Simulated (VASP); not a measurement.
# Be16H (a cell with a defect) in VASP: notebook

Be16H (a cell with a defect) is run at these levels: PBE; tasks: single point.

Everything below comes from runs of VASP 6.6.1. Logs are shortened: lines on timing, memory, paths and dates and some standing lists are left out, and cuts for length are marked.

## 1. The cell of the first run

The cell holds a defect, 17 atoms: a = 4.580 Å, b = 3.966 Å, c = 7.177 Å, α = 90.00°, β = 90.00°, γ = 90.00°.

## 2. Single point, PBE

File INCAR:

```
PREC     = Accurate       # precision mode
ENCUT    = 520            # plane-wave cutoff, eV
EDIFF    = 1E-7           # SCF threshold, eV
ISMEAR   = 0              # smearing method
SIGMA    = 0.1            # smearing width, eV
LREAL    = Auto         
LASPH    = T              # aspherical terms in the spheres
NELM     = 80             # most SCF steps
ALGO     = Normal         # electronic algorithm
ISIF     = 2              # what is computed and relaxed
LWAVE    = F              # write WAVECAR
LCHARG   = T              # write CHGCAR
GGA      = PE             # functional
LELF     = T              # ELF
LVHAR    = T            
NBANDS   = 30             # bands
```

File KPOINTS:

```
Automatic mesh
0
Gamma
  4 4 3
```

File POSCAR:

```
Be16H
1.0
   -2.2900000000     -3.9663960000      0.0000000000
    3.4350000000     -1.9831980000      0.0000000000
    0.0000000000      0.0000000000      7.1768600000
Be H
16 1
Direct
    0.7504086154      0.5004211730     -0.0048912756
    0.4881043839      0.3366687159      0.2445593198
    0.7503794624      0.5119775746      0.5044571024
    0.4998411492      0.3333651330      0.7491323504
    0.4987164633     -0.0015500143     -0.0015647512
    0.2501601832      0.8277658863      0.2509558498
    0.4929049375     -0.0073422687      0.5059337928
    0.2504617162      0.8264382329      0.7540581814
    0.2503696356      0.4988432214     -0.0018450966
    0.0123455194      0.3362093856      0.2445722781
    0.2504286271      0.4977177747      0.5019780238
    0.0010921445      0.3333601196      0.7490959835
    0.0020668666     -0.0015772563     -0.0015882991
    0.7503707203      0.8296829547      0.2466482556
    0.0078709659     -0.0074769980      0.5059597094
    0.7504288134      0.8382436631      0.7530424169
    0.7499862495      0.1836889407      0.3342318228
```

Potentials or basis: VASP PAW PBE potentials, release 64 (Be, H).

On the command line:

```
$ cat potpaw_PBE.64/Be/POTCAR potpaw_PBE.64/H/POTCAR > POTCAR
$ mpirun -np 1 vasp_std > vasp.out
```

OUTCAR:

```text
PREC = Accurate
   ENCUT = 520
   EDIFF = 1E-7
   ISMEAR = 0
   LREAL = Auto
   LASPH = T
   NELM = 80
   ISIF = 2
   GGA = PE

 ion  position               nearest neighbor table
   1  0.750  0.500  0.995-  16 2.19   4 2.21  12 2.21  14 2.23  10 2.25   2 2.25  13 2.29   5 2.29
                             9 2.29   9 2.29   5 2.30  13 2.30
   2  0.488  0.337  0.245-  17 1.49   9 2.17  10 2.18   5 2.22   6 2.23  11 2.24   1 2.25   6 2.29
                            14 2.29   7 2.32   3 2.32  14 2.34
   3  0.750  0.512  0.504-  16 2.20   4 2.21  12 2.21  14 2.24  15 2.24   7 2.24  11 2.29  11 2.29
                            10 2.32   2 2.32   7 2.37  15 2.37
   4  0.500  0.333  0.749-   1 2.21   7 2.21  11 2.21   3 2.21   9 2.22   5 2.23   8 2.27  16 2.27
                            12 2.28  12 2.30  16 2.31   8 2.31
   5  0.499  0.998  0.998-   8 2.20  16 2.20   2 2.22  14 2.22   4 2.23   6 2.24  13 2.27   9 2.28
                             1 2.29   9 2.29   1 2.30  13 2.31
   6  0.250  0.828  0.251-  11 2.23   2 2.23  10 2.23   9 2.23  15 2.24   7 2.24  13 2.24   5 2.24
                            14 2.29  14 2.29  10 2.29   2 2.29
   7  0.493  0.993  0.506-   8 2.20   4 2.21  16 2.22  15 2.22   6 2.24   3 2.24  11 2.26  11 2.29
                            14 2.30   2 2.32  15 2.36   3 2.37
   8  0.250  0.826  0.754-   9 2.18   5 2.20  13 2.20   7 2.20  15 2.20  11 2.23  12 2.27   4 2.27
                            16 2.29  16 2.29  12 2.31   4 2.31
   9  0.250  0.499  0.998-   2 2.17  10 2.18   8 2.18  12 2.22   4 2.22   6 2.23  13 2.28   5 2.28
                            13 2.29   5 2.29   1 2.29   1 2.29
  10  0.012  0.336  0.245-  17 1.49   9 2.18   2 2.18  13 2.22   6 2.23  11 2.24   1 2.25   6 2.29
                            14 2.30  15 2.32   3 2.32  14 2.34
  11  0.250  0.498  0.502-  12 2.21   4 2.21   6 2.23   8 2.23   2 2.24  10 2.24  15 2.26   7 2.26
                             3 2.29   7 2.29   3 2.29  15 2.29
  12  0.001  0.333  0.749-  15 2.21  11 2.21   1 2.21   3 2.21   9 2.22  13 2.23   8 2.27  16 2.27
                             4 2.28   4 2.30  16 2.31   8 2.31
  13  0.002  0.998  0.998-  16 2.20   8 2.20  10 2.22  14 2.23  12 2.23   6 2.24   5 2.27   9 2.28
                             1 2.29   9 2.29   1 2.30   5 2.31
  14  0.750  0.830  0.247-  17 1.54   5 2.22  13 2.23   1 2.23   3 2.24   6 2.29   6 2.29   2 2.29
                            10 2.30   7 2.30  15 2.30  10 2.34   2 2.34
  15  0.008  0.993  0.506-   8 2.20  12 2.21  16 2.22   7 2.22   6 2.24   3 2.24  11 2.26  11 2.29
                            14 2.30  10 2.32   7 2.36   3 2.37
  16  0.750  0.838  0.753-   1 2.19  13 2.20   5 2.20   3 2.20  15 2.22   7 2.22   4 2.27  12 2.27
                             8 2.29   8 2.29   4 2.31  12 2.31
  17  0.750  0.184  0.334-   2 1.49  10 1.49  14 1.54

  LATTYP: Found a simple orthorhombic cell.
 ALAT       =     3.9663962620
 B/A-ratio  =     1.1547004875
 C/A-ratio  =     1.8094157835

  Lattice vectors:

 A1 = (  -3.4350000000,   1.9831980000,   0.0000000000)
 A2 = (  -2.2900000000,  -3.9663960000,   0.0000000000)
 A3 = (   0.0000000000,   0.0000000000,   7.1768600000)

Analysis of symmetry for initial positions (statically):
=====================================================================
 Subroutine PRICEL returns:
 Original cell was already a primitive cell.

 Routine SETGRP: Setting up the symmetry group for a
 simple orthorhombic supercell.

 Subroutine GETGRP returns: Found  1 space group operations
 (whereof  1 operations were pure point group operations)
 out of a pool of  8 trial point group operations.

The static configuration has the point symmetry C_1 .

Analysis of symmetry for dynamics (positions and initial velocities):
=====================================================================
 Subroutine PRICEL returns:
 Original cell was already a primitive cell.

 Routine SETGRP: Setting up the symmetry group for a
 simple orthorhombic supercell.

 Subroutine GETGRP returns: Found  1 space group operations
 (whereof  1 operations were pure point group operations)
 out of a pool of  8 trial point group operations.

The dynamic configuration has the point symmetry C_1 .

 Subroutine INISYM returns: Found  1 space group operations
 (whereof  1 operations are pure point group operations),
 and found     1 'primitive' translations

----------------------------------------------------------------------------------------

                                     Primitive cell

  volume of cell :     130.3755

  direct lattice vectors                    reciprocal lattice vectors
[... 57 lines left out ...]
    -0.027292576 -0.047272133  0.000000000     0.250000000  0.000000000  0.000000000
     0.054585153 -0.031514755  0.000000000     0.000000000  0.250000000  0.000000000
     0.000000000  0.000000000  0.046445567     0.000000000  0.000000000  0.333333333

  Length of vectors
     0.054585156  0.063029507  0.046445567

  Shift w.r.t. Gamma in fractional coordinates (k-lattice)
     0.000000000  0.000000000  0.000000000

 Subroutine IBZKPT returns following result:
 ===========================================

 Found     26 irreducible k-points:

 Following reciprocal coordinates:
            Coordinates               Weight
  0.000000  0.000000  0.000000      1.000000
  0.250000  0.000000  0.000000      2.000000
  0.500000  0.000000  0.000000      1.000000
  0.000000  0.250000  0.000000      2.000000
  0.250000  0.250000  0.000000      2.000000
 -0.250000  0.250000  0.000000      2.000000
[... 16 lines left out ...]
  0.000000  0.500000  0.333333      2.000000
  0.250000  0.500000  0.333333      2.000000
 [... further k-points ...]
   k-points           NKPTS =     26   k-points in BZ     NKDIM =     26   number of bands    NBANDS=     30
   number of dos      NEDOS =    301   number of ions     NIONS =     17
   total plane-waves  NPLWV =  58320
   dimension x,y,z NGX =    36 NGY =   30 NGZ =   54
   dimension x,y,z NGXF=    72 NGYF=   60 NGZF=  108
   ions per type =              16   1
   NGX,Y,Z   is equivalent  to a cutoff of  13.07, 12.57, 12.51 a.u.
   NGXF,Y,Z  is equivalent  to a cutoff of  26.13, 25.15, 25.02 a.u.
 SYSTEM =  unknown system
   PREC   = accura    normal or accurate (medium, high low for compatibility)
   ISTART =      0    job   : 0-new  1-cont  2-samecut
   ICHARG =      2    charge: 1-file 2-atom 10-const
   ISPIN  =      1    spin polarized calculation?
   LNONCOLLINEAR =      F non collinear calculations
   LSORBIT =      F    spin-orbit coupling
   LASPH  =      T    aspherical Exc in radial PAW
   ENCUT  =  520.0 eV  38.22 Ry    6.18 a.u.   8.52  7.37 13.34*2*pi/ulx,y,z
   NELM   =     80;   NELMIN=  2; NELMDL= -5     # of ELM steps
   EDIFF  = 0.1E-06   stopping-criterion for ELM
   LREAL  =      T    real-space projection
   EDIFFG = 0.1E-05   stopping-criterion for IOM
   NSW    =      0    number of steps for IOM
   IBRION =     -1    ionic relax: 0-MD 1-quasi-New 2-CG
   NFREE  =      0    steps in history (QN), initial steepest desc. (CG)
   ISIF   =      2    stress and relaxation
   ISYM   =      2    0-nonsym 1-usesym 2-fastsym
   POTIM  = 0.5000    time-step for ionic-motion
   TEBEG  =    0.0;   TEEND  =   0.0 temperature during run
   PSTRESS=    0.0 pullay stress
   NELECT =      33.0000    total number of electrons
   NUPDOWN=      -1.0000    fix difference up-down
   EMIN   =  10.00;   EMAX   =-10.00  energy-range for DOS
   EFERMI =   0.00;   METHOD = LEGACY
   ISMEAR =     0;   SIGMA  =   0.10  broadening in eV -4-tet -1-fermi 0-gaus
   EFERMI_NEDOS =   21; number of points for ismear=-14 and -15
   IALGO  =     38    algorithm
   IMIX   =      4    mixing-type and parameters
     AMIX     =   0.40;   BMIX     =  1.00
     AMIX_MAG =   1.60;   BMIX_MAG =  1.00
  volume/ion in A,a.u.               =       7.67        51.75
  Fermi-wavevector in a.u.,A,eV,Ry     =   1.035573  1.956950 14.591049  1.072412
  Thomas-Fermi vector in A             =   2.169923
   LORBIT       =      0    0 simple, 1 ext, 2 COOP (PROOUT), +10 PAW based schemes
   GGA     = PE    functional components
   LHFCALC =     F    Hartree Fock is set to
   AEXX    =    0.0000 exact exchange contribution
   IVDW    =     0    specifies the selected vdW correction
   LEPSILON=     F    determine dielectric tensor
   LRPA    =     F    only Hartree local field effects (RPA)
 non-spin polarized calculation
 Gauss-broadening in eV      SIGMA  =   0.10
  energy-cutoff  :      520.00
  volume of cell :      130.38
 maximum number of plane-waves:      3529
 NGX is ok and might be reduce to    36
   NGX = 17   NGY = 15   NGZ = 27

 number of electron      33.0000000 magnetization

 Free energy of the ion-electron system (eV)
  ---------------------------------------------------
  ext. energy  EPLUGINS =         0.00000000
  ---------------------------------------------------
  free energy    TOTEN  =       -61.62520696 eV

  energy without entropy =      -61.61497442  energy(sigma->0) =      -61.62009069

 E-fermi :   7.4904     XC(G=0): -10.5834

 val. band max:        7.4662130791   @ k =   0.5000   0.2500   0.0000
 cond. band min:       7.4927999869   @ k =   0.2500   0.0000   0.0000
 fundamental gap:      0.0265869078
 Fermi energy:         7.4903548550

 k-point     1 :       0.0000    0.0000    0.0000
  band No.  band energies     occupation
      1      -5.1189      2.00000
      2      -2.9940      2.00000
      3      -2.1842      2.00000
      4      -0.2221      2.00000
      5       0.9703      2.00000
      6       1.5490      2.00000
[... 733 lines left out ...]
     27      13.2116      0.00000
     28      13.4128      0.00000

 [... further k-points ...]

 [bands above 28 left out]

------------------------ aborting loop because EDIFF is reached ----------------------------------------

  FORCE on cell =-STRESS in cart. coord.  units (eV):
  Direction    XX          YY          ZZ          XY          YZ          ZX
  --------------------------------------------------------------------------------------
  -------------------------------------------------------------------------------------
  Total        0.2872951     -0.3440651      1.1732686     -0.5392964      0.0075005     -0.0113804
  in kB        3.5305538     -4.2281962     14.4182316     -6.6273829      0.0921737     -0.1398533
  external PRESSURE =       4.5735297 kB  Pullay stress =       0.0000000 kB

 VOLUME and BASIS-vectors are now :
 -----------------------------------------------------------------------------
  energy-cutoff  :      520.00
  volume of cell :      130.38
      direct lattice vectors                 reciprocal lattice vectors
    -2.290000000 -3.966396000  0.000000000    -0.109170306 -0.189088533  0.000000000
     3.435000000 -1.983198000  0.000000000     0.218340611 -0.126059022  0.000000000
     0.000000000  0.000000000  7.176860000     0.000000000  0.000000000  0.139336702

 POSITION                                       TOTAL-FORCE (eV/Angst)
 -----------------------------------------------------------------------------------
      0.00051     -3.96885      7.14176        -0.028187      0.016945     -0.024449
      0.03870     -2.60370      1.75517        -0.043822     -0.026021     -0.054340
      0.04027     -3.99166      3.62042         0.002035     -0.001546     -0.059758
      0.00047     -2.64370      5.37642         0.002644      0.007910     -0.042411
      2.28761     -3.95823      7.16563         0.003984     -0.008299     -0.005103
      2.27051     -2.63386      1.80108        -0.007153      0.000381     -0.035441
[... 9 lines left out ...]
      1.16089     -4.63890      5.40448         0.013717     -0.006639     -0.020306
     -1.08650     -3.33903      2.39873         0.008930     -0.006719      0.559765
 -----------------------------------------------------------------------------------
    total drift:                               -0.001364      0.001053     -0.000175

  FREE ENERGIE OF THE ION-ELECTRON SYSTEM (eV)
  ---------------------------------------------------
  free  energy   TOTEN  =       -61.6252069590 eV

  energy  without entropy=      -61.6149744217  energy(sigma->0) =      -61.62009069
```

Wall time 6.3 min (1 thread of Intel Xeon 8259CL, shared host); peak memory 0.26 GiB.

What came out:

```
Free energy            : -61.6252 eV
Pressure               : 0.5 GPa
Largest force          : 0.560 eV/Å
Band gap on the k mesh : zero (an odd number of electrons rules out a gap without spin polarisation)
```

Forces on the atoms (eV/Å):
```
Be  -0.028  0.017 -0.024
Be  -0.044 -0.026 -0.054
Be   0.002 -0.002 -0.060
Be   0.003  0.008 -0.042
Be   0.004 -0.008 -0.005
Be  -0.007  0.000 -0.035
Be   0.001  0.022 -0.041
Be   0.000  0.001 -0.013
Be   0.018 -0.009 -0.039
Be   0.003  0.042 -0.054
Be   0.018 -0.007 -0.030
Be  -0.004 -0.003 -0.040
Be   0.010  0.002 -0.005
Be   0.017 -0.010 -0.054
Be  -0.016 -0.013 -0.042
Be   0.014 -0.007 -0.020
H    0.009 -0.007  0.560
```

Caveat: the k points lie up to 0.40 Å⁻¹ apart, too coarse for converged energies and pressures of a metal.

## 3. Single point, PBE

File INCAR:

```
SYSTEM = Be16H
PREC = Accurate ; ENCUT = 520
EDIFF = 1E-7 ; ISMEAR = 0
SIGMA = 0.1 ; LREAL = Auto
LASPH = .True. ; NELM = 80
ALGO = Normal ; ISIF = 2
LWAVE = .False. ; LCHARG = .False.
GGA = PE ; NBANDS = 30
```

File KPOINTS:

```
Automatic mesh
0
Gamma
  4 4 3
  0 0 0
```

File POSCAR:

```
Be16H
1.0
   -2.2900000000     -3.9663960000      0.0000000000
    3.4350000000     -1.9831980000      0.0000000000
    0.0000000000      0.0000000000      7.1768600000
Be H
16 1
Direct
    0.7502797963      0.5046042892     -0.0055853117
    0.4831188816      0.3399031263      0.2459742840
    0.7502490220      0.5112294790      0.5061625836
    0.5005862257      0.3336967851      0.7495850553
    0.4979878807     -0.0024718350     -0.0036294424
    0.2500470392      0.8281227714      0.2509030412
    0.4952620442     -0.0058296707      0.5062364321
    0.2503179261      0.8265886610      0.7525207403
    0.2502217526      0.4962063503     -0.0015715787
    0.0172115968      0.3391113702      0.2458987635
    0.2502902461      0.4950467725      0.5016032081
    0.0000467410      0.3337062698      0.7496006610
    0.0025686258     -0.0025207706     -0.0037028728
    0.7503697595      0.8257533476      0.2478702385
    0.0052048970     -0.0058968809      0.5062872900
    0.7502843871      0.8364661562      0.7519788598
    0.7497293930      0.1817671936      0.2920487511
```

Potentials or basis: VASP PAW PBE potentials, release 64 (Be, H).

On the command line:

```
$ cat potpaw_PBE.64/Be/POTCAR potpaw_PBE.64/H/POTCAR > POTCAR
$ mpirun -np 1 vasp_std > vasp.out
```

Wall time 6.5 min (1 thread of Intel Xeon 8259CL, shared host); peak memory 0.26 GiB.

Results (log left out):

```yaml
Free_energy: -61.4161 eV
Pressure: 1.3 GPa
Largest_force: 0.624 eV/Å
Band_gap_on_the_k_mesh: zero (an odd number of electrons rules out a gap without spin polarisation)
```

Forces on the atoms (eV/Å):
```
Be  -0.032  0.020 -0.027
Be  -0.019 -0.010 -0.103
Be   0.011 -0.008 -0.047
Be   0.001  0.000 -0.044
Be   0.006 -0.013 -0.013
Be  -0.004  0.000 -0.025
Be  -0.007  0.019 -0.030
Be  -0.002  0.002  0.005
Be   0.011 -0.007 -0.045
Be   0.005  0.021 -0.095
Be   0.003  0.002 -0.035
Be   0.001  0.001 -0.046
Be   0.014  0.003 -0.010
Be   0.013 -0.005 -0.070
Be  -0.021 -0.006 -0.031
Be   0.009 -0.004 -0.007
H    0.011 -0.016  0.624
```

Stress tensor (GPa, compression positive):
```
 0.37 -0.23 -0.07
-0.23  0.09  0.04
-0.07  0.04  3.55
```

Levels at points of the mesh, in eV from the Fermi level:
```
           k point  band 13  band 14  band 15  band 16  band 17  band 18  band 19  band 20
(0.00, 0.00, 0.00)    -4.09    -3.71    -0.85     0.08     0.33     0.69     0.84     1.02
(0.50, 0.00, 0.00)    -2.57    -2.47    -2.42    -2.41    -1.03     0.11     0.38     0.47
(0.00, 0.50, 0.00)    -3.74    -3.70    -2.67    -2.62    -0.36     0.67     0.70     0.80
(0.50, 0.50, 0.00)    -1.19    -1.06    -0.94    -0.88    -0.16     0.35     0.50     0.60
```

Caveat: the k points lie up to 0.40 Å⁻¹ apart, too coarse for converged energies and pressures of a metal.

## 4. Single point, PBE

File INCAR:

```
SYSTEM = Be16H
ALGO     = Normal         ! electronic algorithm
EDIFF    = 1E-6           ! SCF threshold, eV
ENCUT    = 520            ! plane-wave cutoff, eV
GGA      = PE             ! functional
ISIF     = 2              ! what is computed and relaxed
ISMEAR   = 0              ! smearing method
LASPH    = .True.         ! aspherical terms in the spheres
LCHARG   = .False.        ! write CHGCAR
LREAL    = Auto         
LWAVE    = .False.        ! write WAVECAR
NBANDS   = 30             ! bands
NELM     = 60             ! most SCF steps
PREC     = Accurate       ! precision mode
SIGMA    = 0.1            ! smearing width, eV
```

File KPOINTS:

```
k-points
0
Gamma
  4 4 3
  0 0 0
```

File POSCAR:

```
Be16H
1.0
   -2.2900000000     -3.9663960000      0.0000000000
    3.4350000000     -1.9831980000      0.0000000000
    0.0000000000      0.0000000000      7.1768600000
Be H
16 1
Direct
    0.7499933391      0.5111594604     -0.0061606329
    0.4829392737      0.3397414663      0.2540361662
    0.7500263785      0.5044455332      0.5055683126
    0.5003302572      0.3335814524      0.7504210755
    0.4949859974     -0.0059633380     -0.0062513411
    0.2497946796      0.8279775302      0.2490880413
    0.4977431035     -0.0025747578      0.5035993457
    0.2500599282      0.8264728488      0.7474552938
    0.2500399638      0.4949387241     -0.0016023721
    0.0168859032      0.3389579966      0.2541231123
    0.2499653667      0.4961009286      0.5015700460
   -0.0002074829      0.3335950114      0.7504102072
    0.0049797118     -0.0060379796     -0.0062966255
    0.7501111107      0.8257290956      0.2521325482
    0.0022969196     -0.0026212676      0.5036719401
    0.7500303053      0.8363672196      0.7479971743
    0.7494830475      0.1817057289      0.2073097427
```

On the command line:

```
$ cat potpaw_PBE.64/Be/POTCAR potpaw_PBE.64/H/POTCAR > POTCAR
$ mpirun -np 1 vasp_std > vasp.out
```

Run time: 6.4 min. Hardware: 1 thread of Intel Xeon 8259CL, shared host; peak memory 0.26 GiB.

Results (log left out):

| Quantity | Value |
| --- | --- |
| Free energy | -61.4190 eV |
| Pressure | 1.3 GPa |
| Largest force | 0.629 eV/Å |
| Band gap on the k mesh | zero (an odd number of electrons rules out a gap without spin polarisation) |

Forces in eV/Å, atoms in the order of the input:
```
Be   0.011 -0.008  0.048
Be  -0.019 -0.010  0.105
Be  -0.033  0.020  0.027
Be   0.001  0.001  0.043
Be  -0.007  0.020  0.030
Be  -0.004  0.000  0.025
Be   0.006 -0.013  0.013
Be  -0.003  0.002 -0.005
Be   0.004  0.002  0.034
Be   0.005  0.022  0.097
Be   0.011 -0.007  0.046
Be   0.001  0.001  0.046
Be  -0.022 -0.006  0.031
Be   0.013 -0.006  0.072
Be   0.014  0.003  0.010
Be   0.009 -0.004  0.007
H    0.011 -0.016 -0.629
```

Stress tensor (GPa, compression positive):
```
 0.37 -0.24  0.07
-0.24  0.08 -0.04
 0.07 -0.04  3.53
```

Levels at points of the mesh, in eV from the Fermi level:
| k point | band 13 | band 14 | band 15 | band 16 | band 17 | band 18 | band 19 | band 20 |
| --- | --- | --- | --- | --- | --- | --- | --- | --- |
| (0.00, 0.00, 0.00) | -4.09 | -3.71 | -0.85 | 0.08 | 0.32 | 0.69 | 0.83 | 1.02 |
| (0.50, 0.00, 0.00) | -2.57 | -2.47 | -2.42 | -2.41 | -1.03 | 0.12 | 0.38 | 0.47 |
| (0.00, 0.50, 0.00) | -3.74 | -3.70 | -2.67 | -2.62 | -0.36 | 0.67 | 0.70 | 0.79 |
| (0.50, 0.50, 0.00) | -1.20 | -1.06 | -0.94 | -0.88 | -0.15 | 0.35 | 0.50 | 0.60 |

Caveat: the k points lie up to 0.40 Å⁻¹ apart, too coarse for converged energies and pressures of a metal.

[end of part 1 of 2]
